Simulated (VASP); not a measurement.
# SrO (P6_3/mmc) in VASP: density of states with PBE

Aim: the density of states of SrO with PBE.

All numbers are computed with VASP 6.6.1; they aren't measurements. Logs are shortened: lines on timing, memory, paths and dates and some standing lists are left out, and cuts for length are marked.

## (1) The cell of the first run

The structure is hexagonal, space group P6_3/mmc (No. 194). Conventional cell: a = 3.577 Å, b = 3.577 Å, c = 6.243 Å, α = 90.00°, β = 90.00°, γ = 120.00°. Within 3.4 Å of Sr (site symmetry -6m2) lie 6 O at 2.59 Å. Within 3.4 Å of O (site symmetry -3m) lie 6 Sr at 2.59 Å and 2 O at 3.12 Å.

## (2) Density of states, PBE

Input file POSCAR:

```
SrO
1.0
    3.5767932952      0.0000000000      0.0000000000
   -1.7883966476      3.0975938577      0.0000000000
    0.0000000000      0.0000000000      6.2429729757
Sr O
2 2
Direct
    0.3333333333      0.6666666667      0.2500000000
    0.6666666667      0.3333333333      0.7500000000
    0.0000000000      0.0000000000      0.0000000000
    0.0000000000      0.0000000000      0.5000000000
```

Input file INCAR.step1:

```
SYSTEM = SrO
  ALGO = Normal
  EDIFF = 1E-7
  ENCUT = 520
  GGA = PE
  ISIF = 2
  ISMEAR = 0
  LASPH = .TRUE.
  LCHARG = .TRUE.
  LREAL = .FALSE.
  LWAVE = .FALSE.
  NBANDS = 24
  NELM = 80
  PREC = Accurate
  SIGMA = 0.02
```

Input file KPOINTS.step1:

```
k-points
0
G
  9 9 4
  0 0 0
```

Input file INCAR.step2:

```
SYSTEM = SrO
  ALGO = Normal
  EDIFF = 1E-7
  ENCUT = 520
  GGA = PE
  ICHARG = 11
  ISIF = 2
  ISMEAR = -5
  LASPH = .TRUE.
  LCHARG = .FALSE.
  LORBIT = 11
  LREAL = .FALSE.
  LWAVE = .FALSE.
  NBANDS = 24
  NEDOS = 1001
  NELM = 80
  PREC = Accurate
  SIGMA = 0.02
```

Input file KPOINTS.step2:

```
k-points
0
G
  14 14 6
  0 0 0
```

Potentials or basis: VASP PAW PBE potentials, release 64 (Sr_sv, O).

The run is started by

```sh
> cat potpaw_PBE.64/Sr_sv/POTCAR potpaw_PBE.64/O/POTCAR > POTCAR
> cp INCAR.step1 INCAR
> cp KPOINTS.step1 KPOINTS
> mpirun -np 1 vasp_std > vasp.out
> cp INCAR.step2 INCAR
> cp KPOINTS.step2 KPOINTS
> mpirun -np 1 vasp_std > vasp.out
```

OUTCAR:

```text
SYSTEM = SrO
   EDIFF = 1E-7
   ENCUT = 520
   GGA = PE
   ICHARG = 11
   ISIF = 2
   ISMEAR = -5
   LASPH = .TRUE.
   LORBIT = 11
   LREAL = .FALSE.
   NELM = 80
   PREC = Accurate

 ion  position               nearest neighbor table
   1  0.333  0.667  0.250-   3 2.59   4 2.59   3 2.59   4 2.59   3 2.59   4 2.59   2 3.74   2 3.74
                             2 3.74   2 3.74   2 3.74   2 3.74
   2  0.667  0.333  0.750-   3 2.59   4 2.59   3 2.59   4 2.59   3 2.59   4 2.59   1 3.74   1 3.74
                             1 3.74   1 3.74   1 3.74   1 3.74
   3  0.000  0.000  0.000-   1 2.59   2 2.59   1 2.59   2 2.59   2 2.59   1 2.59
   4  0.000  0.000  0.500-   1 2.59   2 2.59   1 2.59   2 2.59   2 2.59   1 2.59

  LATTYP: Found a hexagonal cell.
 ALAT       =     3.5767932952
 C/A-ratio  =     1.7454106124

  Lattice vectors:

 A1 = (   3.5767932952,   0.0000000000,   0.0000000000)
 A2 = (  -1.7883966476,   3.0975938577,   0.0000000000)
 A3 = (   0.0000000000,   0.0000000000,   6.2429729757)

Analysis of symmetry for initial positions (statically):
=====================================================================
 Subroutine PRICEL returns:
 Original cell was already a primitive cell.

 Routine SETGRP: Setting up the symmetry group for a
 hexagonal supercell.

 Subroutine GETGRP returns: Found 24 space group operations
 (whereof 12 operations were pure point group operations)
 out of a pool of 24 trial point group operations.

The static configuration has the point symmetry D_3d.
 The point group associated with its full space group is D_6h.

Analysis of symmetry for dynamics (positions and initial velocities):
=====================================================================
 Subroutine PRICEL returns:
 Original cell was already a primitive cell.

 Routine SETGRP: Setting up the symmetry group for a
 hexagonal supercell.

 Subroutine GETGRP returns: Found 24 space group operations
 (whereof 12 operations were pure point group operations)
 out of a pool of 24 trial point group operations.

The dynamic configuration has the point symmetry D_3d.
 The point group associated with its full space group is D_6h.

 Subroutine INISYM returns: Found 24 space group operations
 (whereof 12 operations are pure point group operations),
 and found     1 'primitive' translations

----------------------------------------------------------------------------------------

                                     Primitive cell

  volume of cell :      69.1687

  direct lattice vectors                    reciprocal lattice vectors
     3.576793295  0.000000000  0.000000000     0.279580036  0.161415609  0.000000000
    -1.788396648  3.097593858  0.000000000     0.000000000  0.322831219  0.000000000
     0.000000000  0.000000000  6.242972976     0.000000000  0.000000000  0.160180094

  length of vectors
     3.576793295  3.576793295  6.242972976     0.322831219  0.322831219  0.160180094

  position of ions in fractional coordinates (direct lattice)
     0.333333333  0.666666667  0.250000000
     0.666666667  0.333333333  0.750000000
     0.000000000  0.000000000  0.000000000
     0.000000000  0.000000000  0.500000000

  ion indices of the primitive-cell ions
   primitive index   ion index
                 1           1
                 2           2
                 3           3
                 4           4

----------------------------------------------------------------------------------------

 KPOINTS: k-points

Automatic generation of k-mesh.
 Grid dimensions read from file:
 generate k-points for:   14   14    6

 Generating k-lattice:

  Cartesian coordinates                     Fractional coordinates (reciprocal lattice)
     0.019970003  0.011529686  0.000000000     0.071428571 -0.000000000  0.000000000
     0.000000000  0.023059373  0.000000000     0.000000000  0.071428571  0.000000000
     0.000000000  0.000000000  0.026696682     0.000000000  0.000000000  0.166666667

  Length of vectors
     0.023059373  0.023059373  0.026696682

  Shift w.r.t. Gamma in fractional coordinates (k-lattice)
     0.000000000  0.000000000  0.000000000

 TETIRR: Found   1218 inequivalent tetrahedra from     7056

 Subroutine IBZKPT returns following result:
 ===========================================

 Found     96 irreducible k-points:

 Following reciprocal coordinates:
            Coordinates               Weight
  0.000000  0.000000  0.000000      1.000000
  0.071429  0.000000  0.000000      6.000000
  0.142857  0.000000  0.000000      6.000000
  0.214286 -0.000000  0.000000      6.000000
  0.285714  0.000000  0.000000      6.000000
  0.357143  0.000000  0.000000      6.000000
[... 16 lines left out ...]
  0.285714  0.285714  0.000000      6.000000
  0.357143  0.285714  0.000000      6.000000
 [... further k-points ...]
   k-points           NKPTS =     96   k-points in BZ     NKDIM =     96   number of bands    NBANDS=     24
   number of dos      NEDOS =   1001   number of ions     NIONS =      4
   total plane-waves  NPLWV =  37632
   dimension x,y,z NGX =    28 NGY =   28 NGZ =   48
   dimension x,y,z NGXF=    56 NGYF=   56 NGZF=   96
   ions per type =               2   2
   NGX,Y,Z   is equivalent  to a cutoff of  13.01, 13.01, 12.78 a.u.
   NGXF,Y,Z  is equivalent  to a cutoff of  26.03, 26.03, 25.56 a.u.
 SYSTEM =  SrO
   PREC   = accura    normal or accurate (medium, high low for compatibility)
   ISTART =      0    job   : 0-new  1-cont  2-samecut
   ICHARG =     11    charge: 1-file 2-atom 10-const
   ISPIN  =      1    spin polarized calculation?
   LNONCOLLINEAR =      F non collinear calculations
   LSORBIT =      F    spin-orbit coupling
   LASPH  =      T    aspherical Exc in radial PAW
   ENCUT  =  520.0 eV  38.22 Ry    6.18 a.u.   6.65  6.65 11.61*2*pi/ulx,y,z
   NELM   =     80;   NELMIN=  2; NELMDL=  0     # of ELM steps
   EDIFF  = 0.1E-06   stopping-criterion for ELM
   LREAL  =      F    real-space projection
   EDIFFG = 0.1E-05   stopping-criterion for IOM
   NSW    =      0    number of steps for IOM
   IBRION =     -1    ionic relax: 0-MD 1-quasi-New 2-CG
   NFREE  =      0    steps in history (QN), initial steepest desc. (CG)
   ISIF   =      2    stress and relaxation
   ISYM   =      2    0-nonsym 1-usesym 2-fastsym
   POTIM  = 0.5000    time-step for ionic-motion
   TEBEG  =    0.0;   TEEND  =   0.0 temperature during run
   PSTRESS=    0.0 pullay stress
   NELECT =      32.0000    total number of electrons
   NUPDOWN=      -1.0000    fix difference up-down
   EMIN   =  10.00;   EMAX   =-10.00  energy-range for DOS
   EFERMI =   0.00;   METHOD = LEGACY
   ISMEAR =    -5;   SIGMA  =   0.02  broadening in eV -4-tet -1-fermi 0-gaus
   EFERMI_NEDOS =   21; number of points for ismear=-14 and -15
   IALGO  =     38    algorithm
   IMIX   =      4    mixing-type and parameters
     AMIX     =   0.40;   BMIX     =  1.00
     AMIX_MAG =   1.60;   BMIX_MAG =  1.00
  volume/ion in A,a.u.               =      17.29       116.69
  Fermi-wavevector in a.u.,A,eV,Ry     =   1.266159  2.392693 21.812296  1.603159
  Thomas-Fermi vector in A             =   2.399374
   LORBIT       =     11    0 simple, 1 ext, 2 COOP (PROOUT), +10 PAW based schemes
   GGA     = PE    functional components
   LHFCALC =     F    Hartree Fock is set to
   AEXX    =    0.0000 exact exchange contribution
   IVDW    =     0    specifies the selected vdW correction
   LEPSILON=     F    determine dielectric tensor
   LRPA    =     F    only Hartree local field effects (RPA)
 non-spin polarized calculation
 Fermi weights with tetrahedron method with Bloechl corrections
  energy-cutoff  :      520.00
  volume of cell :       69.17
 maximum number of plane-waves:      1895
 NGX is ok and might be reduce to    28

 number of electron      32.0000009 magnetization

 Free energy of the ion-electron system (eV)
  ---------------------------------------------------
  ext. energy  EPLUGINS =         0.00000000
  ---------------------------------------------------
  free energy    TOTEN  =       -23.74825739 eV

  energy without entropy =      -23.74825739  energy(sigma->0) =      -23.74825739

 E-fermi :   2.1388     XC(G=0):  -9.9388

 val. band max:        2.1255457907   @ k =   0.0000   0.0000   0.0000
 cond. band min:       5.0955283646   @ k =   0.0000   0.0000   0.0000
 fundamental gap:      2.9699825740
 Fermi energy:         2.1387826264

 k-point     1 :       0.0000    0.0000    0.0000
  band No.  band energies     occupation
      1     -30.9173      2.00000
      2     -30.8171      2.00000
      3     -14.9222      2.00000
      4     -13.4020      2.00000
      5     -12.6107      2.00000
      6     -12.6107      2.00000
[... 16 lines left out ...]
     23       9.3948      0.00000
     24      10.2529      0.00000

 k-point     2 :       0.0714    0.0000    0.0000
  band No.  band energies     occupation
      1     -30.9111      2.00000
      2     -30.8132      2.00000
      3     -14.8836      2.00000
      4     -13.5438      2.00000
      5     -12.6569      2.00000
      6     -12.6291      2.00000
[... 16 lines left out ...]
     23       9.4802      0.00000
     24      10.1201      0.00000

 k-point     3 :       0.1429    0.0000    0.0000
  band No.  band energies     occupation
      1     -30.8934      2.00000
      2     -30.8026      2.00000
      3     -14.7696      2.00000
      4     -13.8350      2.00000
      5     -12.7774      2.00000
      6     -12.6737      2.00000
[... 16 lines left out ...]
     23       9.7203      0.00000
     24       9.8177      0.00000
[... 514 lines left out ...]
 k-point    23 :       0.2857    0.2857    0.0000
  band No.  band energies     occupation
      1     -30.7632      2.00000
      2     -30.7463      2.00000
      3     -14.8154      2.00000
      4     -13.4110      2.00000
      5     -13.2747      2.00000
      6     -13.1194      2.00000
[... 16 lines left out ...]
     23      10.6050      0.00000
     24      11.3261      0.00000

 k-point    24 :       0.3571    0.2857    0.0000
  band No.  band energies     occupation
      1     -30.7551      2.00000
      2     -30.7479      2.00000
      3     -14.8320      2.00000
      4     -13.2280      2.00000
      5     -13.2231      2.00000
      6     -13.1838      2.00000
[... 16 lines left out ...]
     23      10.7683      0.00000
     24      11.2916      0.00000

 [... further k-points ...]
[... 5 lines left out ...]
  --------------------------------------------------------------------------------------
  -------------------------------------------------------------------------------------
  Total        0.2280252      0.2280252      0.2197500     -0.0000000      0.0000000      0.0000000
  in kB        5.2818207      5.2818207      5.0901391     -0.0000000      0.0000000      0.0000000
  external PRESSURE =       5.2179268 kB  Pullay stress =       0.0000000 kB

 VOLUME and BASIS-vectors are now :
 -----------------------------------------------------------------------------
  energy-cutoff  :      520.00
  volume of cell :       69.17
      direct lattice vectors                 reciprocal lattice vectors
     3.576793295  0.000000000  0.000000000     0.279580036  0.161415609  0.000000000
    -1.788396648  3.097593858  0.000000000     0.000000000  0.322831219  0.000000000
     0.000000000  0.000000000  6.242972976     0.000000000  0.000000000  0.160180094

 POSITION                                       TOTAL-FORCE (eV/Angst)
 -----------------------------------------------------------------------------------
     -0.00000      2.06506      1.56074         0.000000      0.000000     -0.000000
      1.78840      1.03253      4.68223        -0.000000     -0.000000      0.000000
      0.00000      0.00000      0.00000         0.000000      0.000000      0.000000
      0.00000      0.00000      3.12149        -0.000000      0.000000      0.000000
 -----------------------------------------------------------------------------------
    total drift:                               -0.000000      0.000000     -0.000000

  FREE ENERGIE OF THE ION-ELECTRON SYSTEM (eV)
  ---------------------------------------------------
  free  energy   TOTEN  =       -23.7482573852 eV

  energy  without entropy=      -23.7482573852  energy(sigma->0) =      -23.74825739

 total charge

# of ion       s       p       d       tot
------------------------------------------
    1        2.016   5.798   0.263   8.076
    2        2.016   5.798   0.263   8.076
    3        1.552   3.413   0.000   4.965
    4        1.552   3.413   0.000   4.965
--------------------------------------------------
tot          7.136  18.421   0.525  26.082
```

Run time: 2.6 min. Hardware: 1 thread of Intel Xeon Platinum 8259CL at 2.50GHz (Skylake/Cascade Lake), shared host; peak memory 0.28 GiB.

What came out:

```yaml
Valence_electrons_inside_the_program's_atomic_spheres: Sr 8.08; O 4.96
```
